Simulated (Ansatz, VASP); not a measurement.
**MgBe3S: VASP beside Ansatz**

INCAR

```
  ALGO = Normal
  EDIFF = 1E-6
  ENCUT = 840
  GGA = PE
  GGA_COMPAT = F
  ISIF = 2
  ISMEAR = 0
  LASPH = T
  LCHARG = F
  LREAL = F
  LWAVE = F
  NBANDS = 19
  NELM = 120
  PREC = Accurate
  SIGMA = 0.1
```

Contents of KPOINTS:

```
k-points
0
Gamma
  6 6 4
```

The input POSCAR:

```
MgBe3S
1.0
    4.0267625400      0.0000000000      0.0000000000
   -2.0133812700      3.4872786500      0.0000000000
    0.0000000000      0.0000000000      4.6216893900
Mg Be S
1 3 1
Direct
    0.0000000000      0.0000000000      0.3871077600
    0.4244837300      0.0000000000      0.9394813500
    0.0000000000      0.4244837300      0.9394813500
    0.5755162700      0.5755162700      0.9394813500
    0.0000000000      0.0000000000      0.8252934700
```

Input for Ansatz:

```yaml
crystal:
  lattice:
    - [4.02676254, 0.0, 0.0]
    - [-2.01338127, 3.48727865, 0.0]
    - [0.0, 0.0, 4.62168939]
  atoms:
    - { symbol: Mg, position: [0.0, 0.0, 0.38710776] }
    - { symbol: Be, position: [0.42448373, 0.0, 0.93948135] }
    - { symbol: Be, position: [0.0, 0.42448373, 0.93948135] }
    - { symbol: Be, position: [0.57551627, 0.57551627, 0.93948135] }
    - { symbol: S, position: [0.0, 0.0, 0.82529347] }
basis:
  ecutwfc: 420
kpoints:
  mp_grid: { grid: [6, 6, 4] }
hamiltonian:
  xc: pbe
scf:
  occupations: { method: gaussian, width: 0.1 }
  lower_state_search: "off"
output:
  forces: true
  stress: true
  eigenvalues: true
```

Alike in both runs: task single point; functional PBE; k mesh 6 × 6 × 4; occupations gaussian, width 0.1 eV; no spin polarisation.

|  | VASP | Ansatz |
| --- | --- | --- |
| version | VASP 6.6.1 | Ansatz 0.2.0 |
| potentials or method | VASP PAW PBE potentials, release 64 (Mg_sv, Be, S), cutoff 840 eV | scalar-relativistic, plane waves, PAW |
| valence electrons in the cell | 22 | 22 |

```tsv
	VASP	Ansatz	Ansatz less VASP
gap on the k mesh at the Fermi level (eV)	none	none	-
rms of the force components (eV/Å)	2.157	2.149	-0.0074
```

Atom by atom the forces differ by 0.011 eV/Å (rms over components). A gap of «none» marks a metal or a gap that the smearing closes.
